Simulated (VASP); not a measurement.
# Au (Fm-3m) in VASP: single point with PBEsol

Aim: the single point of Au with PBEsol.

Program: VASP 6.6.1. These are calculated values, not measurements. Logs are shortened: lines on timing, memory, paths and dates and some standing lists are left out, and cuts for length are marked.

## Step 1: The cell of the first run

The structure is cubic, space group Fm-3m (No. 225). Conventional cell: a = 4.089 Å, b = 4.089 Å, c = 4.089 Å, α = 90.00°, β = 90.00°, γ = 90.00°. Au (site symmetry m-3m) has 12 Au at 2.89 Å within 3.8 Å.

## Step 2: Single point, PBEsol

The input, INCAR:

```
SYSTEM = Au
PREC     = Accurate       ! precision mode
ENCUT    = 520            ! plane-wave cutoff, eV
EDIFF    = 1E-6           ! SCF threshold, eV
ISMEAR   = -1             ! smearing method
SIGMA    = 0.13605693000000002 ! smearing width, eV
LREAL    = .FALSE.        ! projectors in reciprocal space
LASPH    = .TRUE.         ! aspherical terms in the spheres
NELM     = 80             ! most SCF steps
ALGO     = Normal         ! electronic algorithm
ISIF     = 2              ! what is computed and relaxed
LWAVE    = .FALSE.        ! write WAVECAR
LCHARG   = .FALSE.        ! write CHGCAR
GGA      = PS             ! functional
NBANDS   = 12             ! bands
```

The input, KPOINTS:

```
Automatic mesh
0
G
  14 14 14
  0 0 0
```

The input, POSCAR:

```
Au
1.0
    0.0000000000      2.0446220331      2.0446220331
    2.0446220331      0.0000000000      2.0446220331
    2.0446220331      2.0446220331      0.0000000000
Au
1
Direct
    0.0000000000      0.0000000000      0.0000000000
```

Potentials or basis: VASP PAW PBE potentials, release 64 (Au).

Run with:

```sh
cat potpaw_PBE.64/Au/POTCAR > POTCAR
mpirun -np 1 vasp_std > vasp.out
```

OUTCAR:

```text
SYSTEM = Au
   PREC = Accurate
   ENCUT = 520
   EDIFF = 1E-6
   ISMEAR = -1
   LREAL = .FALSE.
   LASPH = .TRUE.
   NELM = 80
   ISIF = 2
   GGA = PS

 ion  position               nearest neighbor table
   1  0.000  0.000  0.000-

  LATTYP: Found a face centered cubic cell.
 ALAT       =     4.0892440662

  Lattice vectors:

 A1 = (   0.0000000000,   2.0446220331,   2.0446220331)
 A2 = (   2.0446220331,   0.0000000000,   2.0446220331)
 A3 = (   2.0446220331,   2.0446220331,   0.0000000000)

Analysis of symmetry for initial positions (statically):
=====================================================================
 Subroutine PRICEL returns:
 Original cell was already a primitive cell.

 Routine SETGRP: Setting up the symmetry group for a
 face centered cubic supercell.

 Subroutine GETGRP returns: Found 48 space group operations
 (whereof 48 operations were pure point group operations)
 out of a pool of 48 trial point group operations.

The static configuration has the point symmetry O_h .

Analysis of symmetry for dynamics (positions and initial velocities):
=====================================================================
 Subroutine PRICEL returns:
 Original cell was already a primitive cell.

 Routine SETGRP: Setting up the symmetry group for a
 face centered cubic supercell.

 Subroutine GETGRP returns: Found 48 space group operations
 (whereof 48 operations were pure point group operations)
 out of a pool of 48 trial point group operations.

The dynamic configuration has the point symmetry O_h .

 Subroutine INISYM returns: Found 48 space group operations
 (whereof 48 operations are pure point group operations),
 and found     1 'primitive' translations

----------------------------------------------------------------------------------------

                                     Primitive cell

  volume of cell :      17.0950

  direct lattice vectors                    reciprocal lattice vectors
     0.000000000  2.044622033  2.044622033    -0.244543975  0.244543975  0.244543975
     2.044622033  0.000000000  2.044622033     0.244543975 -0.244543975  0.244543975
     2.044622033  2.044622033  0.000000000     0.244543975  0.244543975 -0.244543975

  length of vectors
     2.891532209  2.891532209  2.891532209     0.423562590  0.423562590  0.423562590

  position of ions in fractional coordinates (direct lattice)
     0.000000000  0.000000000  0.000000000

  ion indices of the primitive-cell ions
   primitive index   ion index
                 1           1

----------------------------------------------------------------------------------------

 KPOINTS: Automatic mesh

Automatic generation of k-mesh.
 Grid dimensions read from file:
 generate k-points for:   14   14   14

 Generating k-lattice:

  Cartesian coordinates                     Fractional coordinates (reciprocal lattice)
    -0.017467427  0.017467427  0.017467427     0.071428571  0.000000000  0.000000000
     0.017467427 -0.017467427  0.017467427     0.000000000  0.071428571  0.000000000
     0.017467427  0.017467427 -0.017467427     0.000000000  0.000000000  0.071428571

  Length of vectors
     0.030254471  0.030254471  0.030254471

  Shift w.r.t. Gamma in fractional coordinates (k-lattice)
     0.000000000  0.000000000  0.000000000

 Subroutine IBZKPT returns following result:
 ===========================================

 Found    104 irreducible k-points:

 Following reciprocal coordinates:
            Coordinates               Weight
  0.000000  0.000000  0.000000      1.000000
  0.071429  0.000000  0.000000      8.000000
  0.142857  0.000000  0.000000      8.000000
  0.214286  0.000000  0.000000      8.000000
  0.285714  0.000000  0.000000      8.000000
  0.357143  0.000000  0.000000      8.000000
[... 16 lines left out ...]
  0.214286  0.142857  0.000000     24.000000
  0.285714  0.142857  0.000000     24.000000
 [... further k-points ...]
   k-points           NKPTS =    104   k-points in BZ     NKDIM =    104   number of bands    NBANDS=     12
   number of dos      NEDOS =    301   number of ions     NIONS =      1
   total plane-waves  NPLWV =  13824
   dimension x,y,z NGX =    24 NGY =   24 NGZ =   24
   dimension x,y,z NGXF=    48 NGYF=   48 NGZF=   48
   ions per type =               1
   NGX,Y,Z   is equivalent  to a cutoff of  13.80, 13.80, 13.80 a.u.
   NGXF,Y,Z  is equivalent  to a cutoff of  27.60, 27.60, 27.60 a.u.
 SYSTEM =  Au
   PREC   = accura    normal or accurate (medium, high low for compatibility)
   ISTART =      0    job   : 0-new  1-cont  2-samecut
   ICHARG =      2    charge: 1-file 2-atom 10-const
   ISPIN  =      1    spin polarized calculation?
   LNONCOLLINEAR =      F non collinear calculations
   LSORBIT =      F    spin-orbit coupling
   LASPH  =      T    aspherical Exc in radial PAW
   ENCUT  =  520.0 eV  38.22 Ry    6.18 a.u.   5.38  5.38  5.38*2*pi/ulx,y,z
   NELM   =     80;   NELMIN=  2; NELMDL= -5     # of ELM steps
   EDIFF  = 0.1E-05   stopping-criterion for ELM
   LREAL  =      F    real-space projection
   EDIFFG = 0.1E-04   stopping-criterion for IOM
   NSW    =      0    number of steps for IOM
   IBRION =     -1    ionic relax: 0-MD 1-quasi-New 2-CG
   NFREE  =      0    steps in history (QN), initial steepest desc. (CG)
   ISIF   =      2    stress and relaxation
   ISYM   =      2    0-nonsym 1-usesym 2-fastsym
   POTIM  = 0.5000    time-step for ionic-motion
   TEBEG  =    0.0;   TEEND  =   0.0 temperature during run
   PSTRESS=    0.0 pullay stress
   NELECT =      11.0000    total number of electrons
   NUPDOWN=      -1.0000    fix difference up-down
   EMIN   =  10.00;   EMAX   =-10.00  energy-range for DOS
   EFERMI =   0.00;   METHOD = LEGACY
   ISMEAR =    -1;   SIGMA  =   0.14  broadening in eV -4-tet -1-fermi 0-gaus
   EFERMI_NEDOS =   21; number of points for ismear=-14 and -15
   IALGO  =     38    algorithm
   IMIX   =      4    mixing-type and parameters
     AMIX     =   0.40;   BMIX     =  1.00
     AMIX_MAG =   1.60;   BMIX_MAG =  1.00
  volume/ion in A,a.u.               =      17.10       115.36
  Fermi-wavevector in a.u.,A,eV,Ry     =   1.413349  2.670842 27.178384  1.997555
  Thomas-Fermi vector in A             =   2.535004
   LORBIT       =      0    0 simple, 1 ext, 2 COOP (PROOUT), +10 PAW based schemes
   GGA     = PS    functional components
   LHFCALC =     F    Hartree Fock is set to
   AEXX    =    0.0000 exact exchange contribution
   IVDW    =     0    specifies the selected vdW correction
   LEPSILON=     F    determine dielectric tensor
   LRPA    =     F    only Hartree local field effects (RPA)
 non-spin polarized calculation
  energy-cutoff  :      520.00
  volume of cell :       17.10
 maximum number of plane-waves:       475
 NGX is ok and might be reduce to    24
   NGX = 11   NGY = 11   NGZ = 11

 number of electron      11.0000000 magnetization

 Free energy of the ion-electron system (eV)
  ---------------------------------------------------
  ext. energy  EPLUGINS =         0.00000000
  ---------------------------------------------------
  free energy    TOTEN  =        -3.93086249 eV

  energy without entropy =       -3.91169669  energy(sigma->0) =       -3.92127959

 E-fermi :   9.2045     XC(G=0): -12.8669

 val. band max:        9.0909968375   @ k =   0.5000   0.2857   0.1429
 cond. band min:       9.2374001967   @ k =   0.5000   0.3571   0.1429
 fundamental gap:      0.1464033591
 Fermi energy:         9.2045188597

 k-point     1 :       0.0000    0.0000    0.0000
  band No.  band energies     occupation
      1      -0.6618      2.00000
      2       4.5611      2.00000
      3       4.5611      2.00000
      4       4.5611      2.00000
      5       6.0827      2.00000
      6       6.0827      2.00000
      7      23.7298      0.00000
      8      27.7068      0.00000
      9      27.7068      0.00000
     10      27.7068      0.00000
     11      32.5638      0.00000
     12      37.1905      0.00000

 k-point     2 :       0.0714    0.0000    0.0000
  band No.  band energies     occupation
      1      -0.4846      2.00000
      2       4.5032      2.00000
      3       4.6217      2.00000
      4       4.6217      2.00000
      5       6.0556      2.00000
      6       6.0556      2.00000
      7      23.9350      0.00000
      8      26.6021      0.00000
      9      27.9164      0.00000
     10      27.9164      0.00000
     11      33.3786      0.00000
     12      35.4959      0.00000

 k-point     3 :       0.1429    0.0000    0.0000
  band No.  band energies     occupation
      1       0.0226      2.00000
      2       4.3752      2.00000
      3       4.7621      2.00000
      4       4.7621      2.00000
      5       6.0207      2.00000
      6       6.0207      2.00000
      7      24.0158      0.00000
      8      24.8517      0.00000
      9      28.4786      0.00000
     10      28.4786      0.00000
     11      32.0968      0.00000
     12      34.3749      0.00000
[... 286 lines left out ...]
 k-point    23 :       0.2143    0.1429    0.0000
  band No.  band energies     occupation
      1       0.8288      2.00000
      2       3.9190      2.00000
      3       5.0771      2.00000
      4       5.1756      2.00000
      5       5.6013      2.00000
      6       6.4058      2.00000
      7      23.8964      0.00000
      8      25.3588      0.00000
      9      26.1222      0.00000
     10      27.3378      0.00000
     11      30.3711      0.00000
     12      33.7590      0.00000

 k-point    24 :       0.2857    0.1429    0.0000
  band No.  band energies     occupation
      1       1.5633      2.00000
      2       3.8360      2.00000
      3       4.8481      2.00000
      4       5.2512      2.00000
      5       6.1147      2.00000
      6       6.6471      2.00000
      7      21.1718      0.00000
      8      25.2983      0.00000
      9      25.5377      0.00000
     10      27.4880      0.00000
     11      30.2460      0.00000
     12      33.6066      0.00000

 [... further k-points ...]
[... 5 lines left out ...]
  --------------------------------------------------------------------------------------
  -------------------------------------------------------------------------------------
  Total       -0.1121690     -0.1121690     -0.1121690      0.0000000      0.0000000      0.0000000
  in kB      -10.5126991    -10.5126991    -10.5126991      0.0000000      0.0000000      0.0000000
  external PRESSURE =     -10.5126991 kB  Pullay stress =       0.0000000 kB

 VOLUME and BASIS-vectors are now :
 -----------------------------------------------------------------------------
  energy-cutoff  :      520.00
  volume of cell :       17.10
      direct lattice vectors                 reciprocal lattice vectors
     0.000000000  2.044622033  2.044622033    -0.244543975  0.244543975  0.244543975
     2.044622033  0.000000000  2.044622033     0.244543975 -0.244543975  0.244543975
     2.044622033  2.044622033  0.000000000     0.244543975  0.244543975 -0.244543975

 POSITION                                       TOTAL-FORCE (eV/Angst)
 -----------------------------------------------------------------------------------
      0.00000      0.00000      0.00000         0.000000      0.000000      0.000000
 -----------------------------------------------------------------------------------
    total drift:                               -0.000000      0.000000     -0.000000

  FREE ENERGIE OF THE ION-ELECTRON SYSTEM (eV)
  ---------------------------------------------------
  free  energy   TOTEN  =        -3.9308624916 eV

  energy  without entropy=       -3.9116966910  energy(sigma->0) =       -3.92127959
```

It took 15 s on 1 thread of Intel Xeon 8259CL, shared host; peak memory 0.15 GiB.

What came out:

```
Free energy : -3.9309 eV
Pressure    : -1.1 GPa
```

Caveat: the PAW data sets were made with another functional, which shifts forces and pressure a little; spin-orbit coupling is left out, which moves the levels of the heavy elements.
